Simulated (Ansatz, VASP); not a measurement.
AlNi: VASP beside Ansatz

```xyz
2
Lattice="2.8931 0.0000 0.0000 0.0000 2.8931 0.0000 0.0000 0.0000 2.8931" Properties=species:S:1:pos:R:3 pbc="T T T"
Al    0.0000    0.0000    0.0000
Ni    1.3383    1.3383    1.3383
```

Change from the starting cell: all Ni atoms moved +0.188 Å, as atom 2 towards its neighbour atom 1 (Al) at 2.505 Å.

Alike in both runs: task single point; functional PBE; k mesh 20 × 20 × 20; occupations gaussian, width 0.15 eV; no spin polarisation.

```csv
,VASP,Ansatz
version,VASP 6.6.1,Ansatz 0.2.0
potentials or method,"VASP PAW PBE potentials, release 64 (Al, Ni), cutoff 520 eV","scalar-relativistic, plane waves, PAW"
valence electrons in the cell,13,21
```

Ansatz gave:

* gap on the k mesh at the Fermi level (eV): none
* pressure (GPa): 2.3
* traceless stress, the component that is largest in VASP (GPa): 1.67
* rms of the force components (eV/Å): 0.664

Question: What did VASP give for the same quantities?

Answer: gap on the k mesh at the Fermi level (eV): none; pressure (GPa): 2.2; traceless stress, the component that is largest in VASP (GPa): 1.68; rms of the force components (eV/Å): 0.666.

Atom by atom the forces differ by 0.003 eV/Å (rms over components). A gap of «none» marks a metal or a gap that the smearing closes. VASP's potentials hold 13 valence electrons a cell and Ansatz's 21, so a difference there can come from the potentials and not from the codes.
